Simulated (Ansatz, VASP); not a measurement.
# SnTe: VASP beside Ansatz

POSCAR

```
SnTe
1.0
    0.0000000000      2.8538713123      2.8538713123
    2.8538713123      0.0000000000      2.8538713123
    2.8538713123      2.8538713123      0.0000000000
Sn Te
1 1
Direct
    0.0000000000      0.0000000000      0.0000000000
    0.5000000000      0.5000000000      0.5000000000
```

File INCAR.step1:

```
SYSTEM = SnTe
  PREC = Accurate
  ENCUT = 520
  ISMEAR = -1
  SIGMA = 0.08
  LREAL = .FALSE.
  LASPH = .TRUE.
  NELM = 100
  NBANDS = 17
  GGA = PE
  ALGO = Normal
  EDIFF = 1E-4
  LWAVE = .TRUE.
  LCHARG = .FALSE.
```

The input INCAR.step2:

```
SYSTEM = SnTe
  PREC = Accurate
  ENCUT = 520
  EDIFF = 1E-6
  ISMEAR = -1
  SIGMA = 0.08
  LREAL = .FALSE.
  LASPH = .TRUE.
  NELM = 100
  ALGO = Normal
  ISIF = 2
  LWAVE = .FALSE.
  LCHARG = .FALSE.
  METAGGA = R2SCAN
  LMIXTAU = .TRUE.
  NBANDS = 17
  ISTART = 1
```

File KPOINTS:

```
regular mesh
0
G
  13 13 13
  0 0 0
```

Input for Ansatz:

```yaml
crystal:
  lattice:
    - [0.0, 2.8538713123, 2.8538713123]
    - [2.8538713123, 0.0, 2.8538713123]
    - [2.8538713123, 2.8538713123, 0.0]
  atoms:
    - { symbol: Sn, position: [0.0, 0.0, 0.0] }
    - { symbol: Te, position: [0.5, 0.5, 0.5] }
kpoints:
  mp_grid: { grid: [13, 13, 13] }
scf:
  occupations: { method: fermi_dirac, width: 0.08 }
hamiltonian:
  xc: r2scan
  pseudopotentials: { kind: paw }
output:
  forces: true
  stress: true
  eigenvalues: true
  populations: true
  write_density: true
  write_potential: true
  elf: true
  volumetric_format: npy
```

Change from the starting cell: volume scaled by 0.72, PAW files.

Alike in both runs: task single point; functional r2SCAN; k mesh 13 × 13 × 13; occupations fermi-dirac, width 0.08 eV; no spin polarisation.

```csv
,VASP,Ansatz
version,VASP 6.6.1,Ansatz 0.2.0
potentials or method,"VASP PAW PBE potentials, release 64 (Sn_d, Te)","PAW with Ansatz's default frozen-core files, scalar-relativistic"
plane-wave cutoff (eV),520,500
valence electrons in the cell,20,30
```

```tsv
	VASP	Ansatz	Ansatz less VASP
pressure (GPa)	29.5	29.4	-0.14
```

VASP's potentials were made for PBE, not for r2SCAN. Both programs put the cell under a high pressure, so it lies far from rest at this level. VASP's potentials hold 20 valence electrons a cell and Ansatz's 30, so a difference there can come from the potentials and not from the codes.

Neither program's run includes spin-orbit coupling.
